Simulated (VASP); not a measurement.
**SnO2: single point with PBE**

The system is SnO2.

```xyz
6
Lattice="4.9251 0.0000 0.0000 0.0000 4.9251 0.0000 0.0000 0.0000 3.4845" Properties=species:S:1:pos:R:3 pbc="T T T"
Sn    2.4625    2.4626    1.7423
Sn    0.0000    0.0000    0.0000
O     1.5201    1.5202    0.0000
O     3.9827    0.9424    1.7423
O     0.9424    3.9827    1.7423
O     3.4050    3.4049    0.0000
```

This cell differs from its parent crystal: volume 14.087 Å^3 an atom, c/a of the conventional cell 0.7075.

```
Program                : VASP 6.6.1
Task                   : single point
Functional             : PBE
Potentials or basis    : VASP PAW PBE potentials, release 64 (Sn_d, O)
Cutoff                 : 520 eV
k mesh                 : 6 × 6 × 10
Occupations            : gaussian, width 0.05 eV
Spin                   : no spin polarisation
Dipole correction      : no
Further INCAR settings : ALGO = Normal; EDIFF = 1e-06; NBANDS = 35
```

```yaml
Pressure: -15.9 GPa
Largest_force: 0.006 eV/Å
Band_gap_on_the_k_mesh: 0.06 eV, indirect (least direct gap 0.32 eV)
```

Forces on the atoms (eV/Å):
```
Sn   0.000  0.000  0.000
Sn   0.000  0.000  0.000
O   -0.004 -0.004  0.000
O   -0.004  0.004  0.000
O    0.004 -0.004  0.000
O    0.004  0.004  0.000
```

Stress tensor (GPa, compression positive):
```
-12.03   0.00   0.00
  0.00 -12.03   0.00
  0.00   0.00 -23.55
```

Levels at points of the mesh, in eV from the valence-band top:
```tsv
k point	band 23	band 24	band 25	band 26	band 27	band 28	band 29	band 30
(0.00, 0.00, 0.00)	-1.28	-0.57	-0.53	-0.53	0.06	4.30	5.25	5.25
(0.50, 0.00, 0.00)	-1.21	-1.21	-0.44	-0.44	2.85	2.85	5.89	5.89
(0.50, 0.50, 0.00)	-1.35	-1.35	-0.57	-0.57	3.04	3.04	6.22	6.22
(0.00, 0.00, 0.50)	-1.21	-1.21	-0.94	-0.94	4.41	4.41	8.70	8.70
(0.50, 0.00, 0.50)	-0.74	-0.74	-0.63	-0.63	4.70	4.70	6.98	6.98
(0.50, 0.50, 0.50)	-0.71	-0.71	-0.52	-0.52	3.45	3.45	8.05	8.05
```

Run time: 2.4 min on 1 thread of Intel(R) Xeon(R) Platinum 8259CL CPU @ 2.50GHz (Skylake/Cascade Lake), with other jobs on the host, peak memory 0.28 GiB.

Caveat: spin-orbit coupling is left out, which moves the levels of the heavy elements. A k mesh can miss the band edges.
